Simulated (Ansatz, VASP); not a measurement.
## One calculation of GaN, two programs

File INCAR:

```
PREC = Accurate ; ENCUT = 520
EDIFF = 1E-6 ; ISMEAR = 0
SIGMA = 0.01 ; LREAL = F
LASPH = T ; NELM = 150
ALGO = Normal ; ISIF = 2
LWAVE = F ; LCHARG = F
MAGMOM = 0 0 0 0 0 0 ; LORBIT = 11
LSORBIT = T ; GGA_COMPAT = F
LORBMOM = T ; GGA = PS
NBANDS = 30
```

The input KPOINTS:

```
Automatic mesh
0
Gamma
  8 8 8
```

POSCAR

```
GaN
1.0
    0.0000000000      2.2603793335      2.2603793335
    2.2603793335      0.0000000000      2.2603793335
    2.2603793335      2.2603793335      0.0000000000
Ga N
1 1
Direct
    0.0000000000      0.0000000000      0.0000000000
    0.2500000000      0.2500000000      0.2500000000
```

Input for Ansatz:

```yaml
crystal:
  lattice:
    - [0.0, 2.26037933346, 2.26037933346]
    - [2.26037933346, 0.0, 2.26037933346]
    - [2.26037933346, 2.26037933346, 0.0]
  atoms:
    - { symbol: Ga, position: [0.0, 0.0, 0.0] }
    - { symbol: "N", position: [0.25, 0.25, 0.25] }
kpoints:
  mp_grid: { grid: [8, 8, 8] }
scf:
  occupations: { method: fixed }
  convergence: { dr2_threshold: 1.0e-10 }
hamiltonian:
  xc: pbesol
  pseudopotentials: { kind: all_electron, lapw: { basis_error: 0.0005 } }
magnetization:
  noncollinear: true
  spin_orbit: true
output:
  forces: true
  stress: true
  eigenstates:
    kpoints:
      - [0.0, 0.0, 0.0]
      - [0.5, 0.5, 0.0]
      - [0.5, 0.0, 0.5]
      - [0.0, 0.5, 0.5]
      - [0.0, 0.5, 0.0]
      - [0.5, 0.0, 0.0]
      - [0.0, 0.0, 0.5]
      - [0.5, 0.5, 0.5]
  eigenvalues: true
```

Alike in both runs: task single point; functional PBEsol; k mesh 8 × 8 × 8; non-collinear spin, spin-orbit coupling.

|  | VASP | Ansatz |
| --- | --- | --- |
| version | VASP 6.6.1 | Ansatz 0.2.0 |
| potentials or method | VASP PAW PBE potentials, release 64 (Ga_d, N), cutoff 520 eV | all-electron LAPW |
| occupations | gaussian, width 0.01 eV | fixed |

Ansatz gave:

```
pressure (GPa)           : -2.8
net moment per atom (μB) : 0.00
```

Task: Which values does VASP return?

Result: Pressure (GPa): -3.2; net moment per atom (μB): 0.00.

VASP's potentials were made for PBE, not for PBEsol. Ansatz ran all-electron here, and VASP with PAW potentials.
